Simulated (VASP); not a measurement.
Here is a VASP 6.6.1 calculation.

File INCAR:

```
PREC     = Accurate       # precision mode
ENCUT    = 600            # plane-wave cutoff, eV
EDIFF    = 1E-7           # SCF threshold, eV
ISMEAR   = 0              # smearing method
SIGMA    = 0.02           # smearing width, eV
LREAL    = F              # projectors in reciprocal space
LASPH    = T              # aspherical terms in the spheres
NELM     = 60             # most SCF steps
ALGO     = Normal         # electronic algorithm
ISIF     = 3              # what is computed and relaxed
LWAVE    = F              # write WAVECAR
LCHARG   = F              # write CHGCAR
IBRION   = 2              # ionic algorithm
NSW      = 70             # ionic steps
EDIFFG   = -0.005         # ionic threshold
```

The input KPOINTS:

```
Automatic mesh
0
Gamma
  8 8 8
```

The input POSCAR:

```
BeTe
1.0
    0.0000000000      2.8318743937      2.8318743937
    2.8318743937      0.0000000000      2.8318743937
    2.8318743937      2.8318743937      0.0000000000
Be Te
1 1
Direct
    0.0000000000      0.0000000000      0.0000000000
    0.2500000000      0.2500000000      0.2500000000
```

Potentials or basis: VASP PAW LDA potentials, release 64 (Be, Te).

Run with:

```console
$ cat potpaw_LDA.64/Be/POTCAR potpaw_LDA.64/Te/POTCAR > POTCAR
$ mpirun -np 1 vasp_std > vasp.out
```

Question: Predict the relaxed cell.

Answer: a = 3.933 Å, b = 3.933 Å, c = 3.933 Å, α = 60.00°, β = 60.00°, γ = 60.00°.

Question: What does it give for the space group after relaxing (to 0.05 Å)?

Answer: F-43m (No. 216).

Question: Estimate the band gap on the k mesh.

Answer: 1.78 eV, indirect (least direct gap 3.55 eV).

Step by step:
```
step  energy change (eV)  largest force (eV/Å)  pressure (GPa)  volume (Å³)
   1              0.0000                0.0000           -3.10        45.42
   2             -0.0234                0.0000            0.65        42.59
   3             -0.0243                0.0000            0.01        43.02
```

Caveat: spin-orbit coupling is left out, which moves the levels of the heavy elements. A hybrid or GW would open this gap; LDA tends to underestimate it.
